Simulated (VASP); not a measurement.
# SiNi (Pnma) in VASP: settings compared, part 2 of 2

VASP 6.6.1.

## 4. Single point, PBE

The input, INCAR:

```
  ALGO = Normal
  EDIFF = 1E-6
  ENCUT = 520
  GGA = PE
  ISIF = 2
  ISMEAR = -1
  LASPH = T
  LCHARG = F
  LREAL = F
  LWAVE = F
  NBANDS = 38
  NELM = 100
  PREC = Accurate
  SIGMA = 0.1
```

The input, KPOINTS:

```
k-points
0
Gamma
  5 7 4
```

The input, POSCAR:

```
SiNi
1.0
    5.1415350000      0.0000000000      0.0000000000
    0.0000000000      3.3212970000      0.0000000000
    0.0000000000      0.0000000000      5.5697750000
Si Ni
4 4
Direct
    0.8210890000      0.7500000000      0.5823240000
    0.1789110000      0.2500000000      0.4176760000
    0.3210890000      0.7500000000      0.9176760000
    0.6789110000      0.2500000000      0.0823240000
    0.5079500000      0.2500000000      0.6885210000
    0.4920500000      0.7500000000      0.3114790000
    0.0079500000      0.2500000000      0.8114790000
    0.9920500000      0.7500000000      0.1885210000
```

Potentials or basis: VASP PAW PBE potentials, release 64 (Si, Ni).

Started as:

```bash
$ cat potpaw_PBE.64/Si/POTCAR potpaw_PBE.64/Ni/POTCAR > POTCAR
$ mpirun -np 1 vasp_std > vasp.out
```

OUTCAR:

```text
EDIFF = 1E-6
   ENCUT = 520
   GGA = PE
   ISIF = 2
   ISMEAR = -1
   LASPH = T
   LREAL = F
   NELM = 100
   PREC = Accurate

 ion  position               nearest neighbor table
   1  0.821  0.750  0.582-   6 2.27   7 2.30   7 2.30   8 2.36   5 2.39   5 2.39   2 2.64   2 2.64

   2  0.179  0.250  0.418-   5 2.27   8 2.30   8 2.30   7 2.36   6 2.39   6 2.39   1 2.64   1 2.64

   3  0.321  0.750  0.918-   8 2.27   5 2.30   5 2.30   6 2.36   7 2.39   7 2.39   4 2.64   4 2.64

   4  0.679  0.250  0.082-   7 2.27   6 2.30   6 2.30   5 2.36   8 2.39   8 2.39   3 2.64   3 2.64

   5  0.508  0.250  0.689-   2 2.27   3 2.30   3 2.30   4 2.36   1 2.39   1 2.39   7 2.66   7 2.66
                             6 2.68   6 2.68
   6  0.492  0.750  0.311-   1 2.27   4 2.30   4 2.30   3 2.36   2 2.39   2 2.39   8 2.66   8 2.66
                             5 2.68   5 2.68
   7  0.008  0.250  0.811-   4 2.27   1 2.30   1 2.30   2 2.36   3 2.39   3 2.39   5 2.66   5 2.66
                             8 2.68   8 2.68
   8  0.992  0.750  0.189-   3 2.27   2 2.30   2 2.30   1 2.36   4 2.39   4 2.39   6 2.66   6 2.66
[... 206 lines left out ...]
 Fermi energy:        10.7192955208

 k-point     1 :       0.0000    0.0000    0.0000
  band No.  band energies     occupation
      1      -2.4581      2.00000
      2       0.9003      2.00000
      3       2.2598      2.00000
      4       2.7790      2.00000
      5       4.0885      2.00000
      6       4.5376      2.00000
[... 973 lines left out ...]
     37      16.4182      0.00000
     38      17.1360      0.00000

 [... further k-points ...]

------------------------ aborting loop because EDIFF is reached ----------------------------------------

  FORCE on cell =-STRESS in cart. coord.  units (eV):
  Direction    XX          YY          ZZ          XY          YZ          ZX
  --------------------------------------------------------------------------------------
  -------------------------------------------------------------------------------------
  Total        2.5217878      3.2178039      3.4590593      0.0000000      0.0000000      0.0000000
  in kB       42.4796528     54.2040825     58.2680428      0.0000000      0.0000000      0.0000000
  external PRESSURE =      51.6505927 kB  Pullay stress =       0.0000000 kB

 VOLUME and BASIS-vectors are now :
 -----------------------------------------------------------------------------
  energy-cutoff  :      520.00
  volume of cell :       95.11
      direct lattice vectors                 reciprocal lattice vectors
     5.141535000  0.000000000  0.000000000     0.194494446  0.000000000  0.000000000
     0.000000000  3.321297000  0.000000000     0.000000000  0.301087196  0.000000000
     0.000000000  0.000000000  5.569775000     0.000000000  0.000000000  0.179540466

 POSITION                                       TOTAL-FORCE (eV/Angst)
 -----------------------------------------------------------------------------------
      4.22166      2.49097      3.24341         0.029524     -0.000000      0.054616
      0.91988      0.83032      2.32636        -0.029524      0.000000     -0.054616
      1.65089      2.49097      5.11125         0.029524     -0.000000     -0.054616
      3.49064      0.83032      0.45853        -0.029524      0.000000      0.054616
      2.61164      0.83032      3.83491         0.057903      0.000000     -0.075756
      2.52989      2.49097      1.73487        -0.057903     -0.000000      0.075756
      0.04088      0.83032      4.51976         0.057903      0.000000      0.075756
      5.10066      2.49097      1.05002        -0.057903     -0.000000     -0.075756
 -----------------------------------------------------------------------------------
    total drift:                                0.000000     -0.000000     -0.000000

  FREE ENERGIE OF THE ION-ELECTRON SYSTEM (eV)
  ---------------------------------------------------
  free  energy   TOTEN  =       -47.6005387280 eV

  energy  without entropy=      -47.5459371082  energy(sigma->0) =      -47.57323792
```

stdout:

```text
POSCAR found type information on POSCAR SiNi
 POSCAR found :  2 types and       8 ions
 scaLAPACK will be used
 LDA part: xc-table for (Slater+PW92), standard interpolation
 POSCAR, INCAR and KPOINTS ok, starting setup
 FFT: planning ... GRIDC
 FFT: planning ... GRID_SOFT
 FFT: planning ... GRID
 WAVECAR not read
 entering main loop
```

Run time: 69 s. Hardware: 1 thread of Intel Xeon 6975P-C (Granite Rapids), shared host; peak memory 0.25 GiB.

Results:

- Free energy: -47.6005 eV
- Pressure: 5.2 GPa
- Largest force: 0.095 eV/Å
- Band gap on the k mesh: zero (bands 28 and 29 overlap by 1.79 eV)

Forces in eV/Å, atoms in the order of the input:
```
Si   0.030  0.000  0.055
Si  -0.030  0.000 -0.055
Si   0.030  0.000 -0.055
Si  -0.030  0.000  0.055
Ni   0.058  0.000 -0.076
Ni  -0.058  0.000  0.076
Ni   0.058  0.000  0.076
Ni  -0.058  0.000 -0.076
```

Stress tensor (GPa, compression positive):
```
4.25 0.00 0.00
0.00 5.42 0.00
0.00 0.00 5.83
```

Levels at points of the mesh, in eV from the Fermi level:
```
           k point  band 25  band 26  band 27  band 28  band 29  band 30  band 31  band 32
(0.00, 0.00, 0.00)    -1.93    -1.22    -1.04    -1.03     0.56     1.26     3.40     4.06
(0.00, 0.00, 0.50)    -1.54    -1.54    -0.30    -0.30     1.03     1.03     3.34     3.34
```

Caveat: the cell stands under pressure.

## 5. Single point, r2SCAN

POSCAR is that of step 4.

The input, INCAR.step1:

```
SYSTEM = SiNi
ALGO = Normal
EDIFF = 1E-4
ENCUT = 520
GGA = PE
ISMEAR = -1
LASPH = .True.
LCHARG = .False.
LREAL = .False.
LWAVE = .True.
NBANDS = 38
NELM = 80
PREC = Accurate
SIGMA = 0.1
```

The input, INCAR.step2:

```
SYSTEM = SiNi
ALGO = Normal
EDIFF = 1E-7
ENCUT = 520
ISIF = 2
ISMEAR = -1
ISTART = 1
LASPH = .True.
LCHARG = .False.
LMIXTAU = .True.
LREAL = .False.
LWAVE = .False.
METAGGA = R2SCAN
NBANDS = 38
NELM = 80
PREC = Accurate
SIGMA = 0.1
```

The input, KPOINTS:

```
k-points
0
Gamma
  5 7 4
  0 0 0
```

Started as:

```bash
$ cat potpaw_PBE.64/Si/POTCAR potpaw_PBE.64/Ni/POTCAR > POTCAR
$ cp INCAR.step1 INCAR
$ mpirun -np 1 vasp_std > vasp.out
$ cp INCAR.step2 INCAR
$ mpirun -np 1 vasp_std > vasp.out
```

Run time: 3.5 min. Hardware: 1 thread of Intel Xeon 6975P-C (Granite Rapids), shared host; peak memory 0.27 GiB.

The run converged. Its results:

| Property | Result |
| --- | --- |
| Free energy | -86.7304 eV |
| Pressure | 0.1 GPa |
| Largest force | 0.024 eV/Å |
| Band gap on the k mesh | zero (bands 28 and 29 overlap by 1.83 eV) |

Forces in eV/Å, atoms in the order of the input:
```
Si   0.011  0.000 -0.007
Si  -0.011  0.000  0.007
Si   0.011  0.000  0.007
Si  -0.011  0.000 -0.007
Ni  -0.020  0.000  0.015
Ni   0.020  0.000 -0.015
Ni  -0.020  0.000 -0.015
Ni   0.020  0.000  0.015
```

Stress tensor (GPa, compression positive):
```
-1.42  0.00  0.00
 0.00  0.86  0.00
 0.00  0.00  0.85
```

Levels at points of the mesh, in eV from the Fermi level:
| k point | band 26 | band 27 | band 28 | band 29 | band 30 | band 31 |
| --- | --- | --- | --- | --- | --- | --- |
| (0.00, 0.00, 0.00) | -1.30 | -1.14 | -1.11 | 0.58 | 1.39 | 3.57 |
| (0.00, 0.00, 0.50) | -1.66 | -0.32 | -0.32 | 1.05 | 1.05 | 3.57 |

Caveat: the PAW data sets were made with another functional, which shifts forces and pressure a little. Spin polarisation is off, so any magnetic state and its effect on volume and gap are missing.

## 6. The runs side by side

```csv
level,potentials or basis,gap on the mesh (eV),pressure (GPa),largest force (eV/Å)
PBE,"VASP PAW PBE potentials, release 64 (Si, Ni)",none,5.2,0.10
LDA,"VASP PAW LDA potentials, release 64 (Si, Ni)",none,-5.6,0.14
r2SCAN,"VASP PAW PBE potentials, release 64 (Si, Ni)",none,0.1,0.02
```

Alike in all rows: task single point; no spin polarisation; cell as given; k mesh 5 × 7 × 4; cutoff (eV) 520; smearing fermi-dirac 0.1 eV.

Caveats: the cell stands under pressure (at least some runs); the cell stands under tension (at least some runs); the PAW data sets were made with another functional, which shifts forces and pressure a little (at least some runs).

Total energies depend on the potentials used, so only differences within one code and one set of settings carry meaning.
